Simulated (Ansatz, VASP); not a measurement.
**Sn: VASP beside Ansatz**

File INCAR:

```
SYSTEM = Sn
PREC     = Accurate       ! precision mode
ENCUT    = 520            ! plane-wave cutoff, eV
EDIFF    = 1E-7           ! SCF threshold, eV
ISMEAR   = 0              ! smearing method
SIGMA    = 0.15           ! smearing width, eV
LREAL    = .False.        ! projectors in reciprocal space
LASPH    = .True.         ! aspherical terms in the spheres
NELM     = 100            ! most SCF steps
ALGO     = Fast           ! electronic algorithm
ISIF     = 2              ! what is computed and relaxed
LWAVE    = .False.        ! write WAVECAR
LCHARG   = .False.        ! write CHGCAR
GGA      = PE             ! functional
NBANDS   = 21             ! bands
```

Contents of KPOINTS:

```
regular mesh
0
Gamma
  18 18 18
  0 0 0
```

The input POSCAR:

```
Sn
1.0
    0.0000000000      2.9651918588      4.1927812884
    2.9651918588      0.0000000000      4.1927812884
    2.9651918588      2.9651918588      0.0000000000
Sn
2
Direct
    0.5000000000      0.5000000000      0.5000000000
    0.7500000000      0.7500000000      0.7500000000
```

Input for Ansatz:

```yaml
crystal:
  lattice:
    - [0.0, 2.9651918588, 4.1927812884]
    - [2.9651918588, 0.0, 4.1927812884]
    - [2.9651918588, 2.9651918588, 0.0]
  atoms:
    - { symbol: Sn, position: [0.5, 0.5, 0.5] }
    - { symbol: Sn, position: [0.75, 0.75, 0.75] }
basis:
  ecutwfc: 420
kpoints:
  mp_grid: { grid: [18, 18, 18] }
hamiltonian:
  xc: pbe
scf:
  occupations: { method: gaussian, width: 0.15 }
output:
  forces: true
  stress: true
  eigenvalues: true
```

Alike in both runs: task single point; functional PBE; k mesh 18 × 18 × 18; occupations gaussian, width 0.15 eV; no spin polarisation.

|  | VASP | Ansatz |
| --- | --- | --- |
| version | VASP 6.6.1 | Ansatz 0.2.0 |
| potentials or method | VASP PAW PBE potentials, release 64 (Sn_d), cutoff 520 eV | scalar-relativistic, plane waves, PAW |
| valence electrons in the cell | 28 | 28 |

|  | VASP | Ansatz | Ansatz less VASP |
| --- | --- | --- | --- |
| gap on the k mesh at the Fermi level (eV) | none | none | - |
| pressure (GPa) | -0.3 | -0.3 | +0.04 |
| traceless stress, the component that is largest in VASP (GPa) | -3.98 | -3.98 | -0.004 |

A gap of «none» marks a metal or a gap that the smearing closes.
